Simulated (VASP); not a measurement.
LuBeSi4: single point with PBE

Crystal: LuBeSi4.

```
CELL_PARAMETERS angstrom
0.00000 3.53660 3.53660
3.53660 0.00000 3.53660
3.53660 3.53660 0.00000
ATOMIC_POSITIONS crystal
Lu 0.00000 0.00000 0.00000
Be 0.75000 0.75000 0.75000
Si 0.87325 0.37558 0.37558
Si 0.37558 0.37558 0.37558
Si 0.37558 0.87325 0.37558
Si 0.37558 0.37558 0.87325
```

| Item | Value |
| --- | --- |
| Program | VASP 6.6.1 |
| Task | single point |
| Functional | PBE |
| Potentials or basis | VASP PAW PBE potentials, release 64 (Lu, Be, Si) |
| Cutoff | 520 eV |
| k mesh | 4 × 4 × 4 |
| Occupations | gaussian, width 0.1 eV |
| Spin | no spin polarisation |

- Pressure: 2.2 GPa
- Largest force: 0.242 eV/Å

Forces in eV/Å, atoms in the order of the input:
```
Lu   0.000  0.000  0.000
Be   0.000  0.000  0.000
Si   0.139 -0.139 -0.139
Si   0.139  0.139  0.139
Si  -0.139  0.139 -0.139
Si  -0.139 -0.139  0.139
```

Levels at points of the mesh, in eV from the Fermi level:
```csv
k point,band 18,band 19,band 20,band 21,band 22,band 23,band 24,band 25,band 26,band 27
"(0.00, 0.00, 0.00)",-4.61,-4.61,-3.43,-3.43,-2.59,0.62,0.62,0.62,4.66,5.56
"(0.50, 0.00, 0.00)",-4.30,-2.05,-1.42,-1.42,-0.46,0.72,0.72,1.87,3.31,3.31
"(0.50, 0.50, 0.00)",-1.49,-0.95,-0.95,-0.60,-0.38,0.26,1.62,1.62,2.19,2.19
```

It took 33 s on 1 thread of AMD EPYC 7R13 Processor (Zen 3) (shared host), peak memory 0.22 GiB.

Caveat: the k points lie up to 0.38 Å⁻¹ apart; spin-orbit coupling is left out, which moves the levels of the heavy elements.
